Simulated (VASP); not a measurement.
Set up this calculation in VASP 6.6.1, as the native input.

* Task: relaxation of cell and atoms
* Functional: PBE
* Potentials or basis: VASP PAW PBE potentials, release 64 (Si, C)
* Cutoff: 600 eV
* k mesh: 18 × 18 × 6
* Occupations: gaussian, width 0.1 eV
* Spin: no spin polarisation
* Dipole correction: no
* Further INCAR settings: ALGO = Normal; EDIFF = 1e-06; IBRION = 2; EDIFFG = -0.01; NSW = 100; ISIF = 3

The structure of SiC2 lies in POSCAR:

```
SiC2
1.0
    2.7065502156      0.0000000000      0.0000000000
   -1.3532751078      2.3439412433      0.0000000000
    0.0000000000      0.0000000000      7.8136093565
Si C
2 4
Direct
    0.6666666667      0.3333333333      0.3415923658
    0.6666666667      0.3333333333      0.6584076342
    0.3333333333      0.6666666667      0.8715046711
    0.3333333333      0.6666666667      0.1284953289
    0.3333333333      0.6666666667      0.5000000000
    0.6666666667      0.3333333333      0.0000000000
```

One way to write it, as run:

INCAR

```
SYSTEM = SiC2
ALGO = Normal
EDIFF = 1E-6
EDIFFG = -0.01
ENCUT = 600
GGA = PE
IBRION = 2
ISIF = 3
ISMEAR = 0
LASPH = .TRUE.
LCHARG = .FALSE.
LREAL = .FALSE.
LWAVE = .FALSE.
NELM = 80
NSW = 100
PREC = Accurate
SIGMA = 0.1
```

KPOINTS

```
k-points
0
G
  18 18 6
  0 0 0
```

Potentials or basis: VASP PAW PBE potentials, release 64 (Si, C).

Run with:

```sh
$ cat potpaw_PBE.64/Si/POTCAR potpaw_PBE.64/C/POTCAR > POTCAR
$ mpirun -np 1 vasp_std > vasp.out
```

Results of the run:

```yaml
Relaxed_volume: 8.31 Å³/atom
Relaxed_cell: a = 2.705 Å, b = 2.705 Å, c = 7.866 Å, α = 90.00°, β = 90.00°, γ = 120.00°
Space_group_after_relaxing_to_0.1_Å: P-6m2 (No. 187)
Energy_gained_by_relaxing: 2.4 meV/atom
Ionic_steps: 9
Pressure_after_relaxing: 0.0 GPa
Largest_force_after_relaxing: 0.006 eV/Å
Band_gap_on_the_k_mesh: zero (bands 12 and 13 overlap by 4.83 eV)
```

Run time: 6.4 min on 1 thread of Intel Xeon 8259CL, on a shared host, peak memory 0.27 GiB.
